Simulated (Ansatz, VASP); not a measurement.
## HfO2: VASP beside Ansatz

Contents of INCAR:

```
SYSTEM = HfO2
PREC = Accurate
ENCUT = 520
EDIFF = 1E-7
ISMEAR = 0
SIGMA = 0.05
LREAL = .False.
LASPH = .True.
NELM = 100
ALGO = Normal
ISIF = 2
LWAVE = .False.
LCHARG = .False.
GGA = PE
NBANDS = 56
```

The input KPOINTS:

```
regular mesh
0
Gamma
  6 6 3
  0 0 0
```

Contents of POSCAR:

```
HfO2
1.0
   -2.5488057606     -2.5488057606      0.0000000000
    2.5488057606     -2.5488057606      0.0000000000
   -1.0195223042     -1.0195223042     10.1952230425
Hf O
4 8
Direct
    0.4250000000      0.5000000000      0.1875000000
   -0.1750000000      0.0000000000      0.4375000000
    0.2250000000      0.5000000000      0.6875000000
   -0.3750000000      0.0000000000      0.9375000000
    0.4750000000      0.0000000000      0.0625000000
   -0.1250000000      0.5000000000      0.3125000000
    0.2750000000      0.0000000000      0.5625000000
   -0.3250000000      0.5000000000      0.8125000000
    0.3750000000      0.0000000000      0.3125000000
   -0.2250000000      0.5000000000      0.5625000000
    0.1750000000      0.0000000000      0.8125000000
   -0.0250000000      0.5000000000      0.0625000000
```

Input for Ansatz:

```yaml
crystal:
  lattice:
    - [-2.5488057606, -2.5488057606, 0.0]
    - [2.5488057606, -2.5488057606, 0.0]
    - [-1.0195223042, -1.0195223042, 10.1952230425]
  atoms:
    - { symbol: Hf, position: [0.425, 0.5, 0.1875] }
    - { symbol: Hf, position: [-0.175, 0.0, 0.4375] }
    - { symbol: Hf, position: [0.225, 0.5, 0.6875] }
    - { symbol: Hf, position: [-0.375, 0.0, 0.9375] }
    - { symbol: O, position: [0.475, 0.0, 0.0625] }
    - { symbol: O, position: [-0.125, 0.5, 0.3125] }
    - { symbol: O, position: [0.275, 0.0, 0.5625] }
    - { symbol: O, position: [-0.325, 0.5, 0.8125] }
    - { symbol: O, position: [0.375, 0.0, 0.3125] }
    - { symbol: O, position: [-0.225, 0.5, 0.5625] }
    - { symbol: O, position: [0.175, 0.0, 0.8125] }
    - { symbol: O, position: [-0.025, 0.5, 0.0625] }
basis:
  ecutwfc: 420
kpoints:
  mp_grid: { grid: [6, 6, 3] }
hamiltonian:
  xc: pbe
scf:
  occupations: { method: gaussian, width: 0.05 }
output:
  forces: true
  stress: true
  eigenvalues: true
```

Alike in both runs: task single point; functional PBE; k mesh 6 × 6 × 3; occupations gaussian, width 0.05 eV; no spin polarisation.

|  | VASP | Ansatz |
| --- | --- | --- |
| version | VASP 6.6.1 | Ansatz 0.2.0 |
| potentials or method | VASP PAW PBE potentials, release 64 (Hf_pv, O), cutoff 520 eV | scalar-relativistic, plane waves, PAW |
| valence electrons in the cell | 88 | 152 |

|  | VASP | Ansatz | Ansatz less VASP |
| --- | --- | --- | --- |
| gap on the k mesh at the Fermi level (eV) | 2.00 | 2.02 | +0.026 |
| least direct gap on the mesh (eV) | 2.19 | 2.22 | +0.029 |
| rms of the force components (eV/Å) | 19.227 | 17.551 | -1.6762 |

Atom by atom the forces differ by 1.678 eV/Å (rms over components). VASP's potentials hold 88 valence electrons a cell and Ansatz's 152, so a difference there can come from the potentials and not from the codes.

Spin-orbit coupling is off throughout.
